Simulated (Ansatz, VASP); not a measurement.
# One calculation of Pd, two programs

```xyz
1
Lattice="15.0000 0.0000 0.0000 0.0000 15.5000 0.0000 0.0000 0.0000 16.0000" Properties=species:S:1:pos:R:3 pbc="T T T"
Pd    7.5000    7.7500    8.0000
```

Alike in both runs: task single point; functional RPBE; k mesh 1 × 1 × 1; occupations gaussian, width 0.005 eV; no spin polarisation.

|  | VASP | Ansatz |
| --- | --- | --- |
| version | VASP 6.6.1 | Ansatz 0.2.0 |
| potentials or method | VASP PAW PBE potentials, release 64 (Pd), cutoff 400 eV | scalar-relativistic, plane waves, PAW |
| valence electrons in the cell | 10 | 18 |

```tsv
	VASP	Ansatz	Ansatz less VASP
gap on the k mesh at the Fermi level (eV)	0.68	0.74	+0.058
```

VASP's potentials were made for PBE, not for RPBE. VASP's potentials hold 10 valence electrons a cell and Ansatz's 18, so a difference there can come from the potentials and not from the codes.
